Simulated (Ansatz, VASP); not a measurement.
# One calculation of ReSb, two programs

```
Re Sb
1.0
     0.00000    2.84313    2.84313
     2.84313    0.00000    2.84313
     2.84313    2.84313    0.00000
Re Sb
1 1
Direct
  0.00000 0.00000 0.00000
  0.25000 0.25000 0.25000
```

Change from the starting cell: volume scaled by 0.84, LAPW.

Alike in both runs: task single point; functional PBE; k mesh 12 × 12 × 12; occupations fermi-dirac, width 0.08 eV; no spin polarisation.

|  | VASP | Ansatz |
| --- | --- | --- |
| version | VASP 6.6.1 | Ansatz 0.2.0 |
| potentials or method | VASP PAW PBE potentials, release 64 (Re, Sb), cutoff 520 eV | all-electron LAPW, scalar-relativistic |

```tsv
	VASP	Ansatz	Ansatz less VASP
pressure (GPa)	25.1	25.2	+0.14
```

Ansatz ran all-electron here, and VASP with PAW potentials.

Neither program's run includes spin-orbit coupling.
